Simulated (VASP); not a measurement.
CuAs, 4 atoms in the cell. The structure is hexagonal, space group P6_3/mmc (No. 194). The conventional cell has a = 3.780 Å, b = 3.780 Å, c = 4.858 Å, α = 90.00°, β = 90.00°, γ = 120.00°. Within 3.2 Å of Cu (site symmetry -3m) lie 2 Cu at 2.43 Å and 6 As at 2.50 Å. Within 3.3 Å of As (site symmetry -6m2) lie 6 Cu at 2.50 Å and 6 As at 3.27 Å. 

- Program: VASP 6.6.1
- Task: single point
- Functional: LDA
- Potentials or basis: VASP PAW LDA potentials, release 64 (Cu, As)
- Cutoff: 520 eV
- k mesh: 15 × 15 × 10
- Occupations: gaussian, width 0.15 eV
- Spin: no spin polarisation
- Dipole correction: no
- Further INCAR settings: ALGO = Normal; EDIFF = 1e-06; NBANDS = 24

Potentials or basis: VASP PAW LDA potentials, release 64 (Cu, As).

Command:

```bash
$ cat potpaw_LDA.64/Cu/POTCAR potpaw_LDA.64/As/POTCAR > POTCAR
$ mpirun -np 1 vasp_std > vasp.out
```

Hardware: 1 thread of Intel Xeon 8259CL (shared host).

Q: How long does it take, and how much memory?

A: Run time: 6.2 min on 1 thread of Intel Xeon 8259CL (shared host), peak memory 0.31 GiB. Counts: scf iterations 15, k points 162.
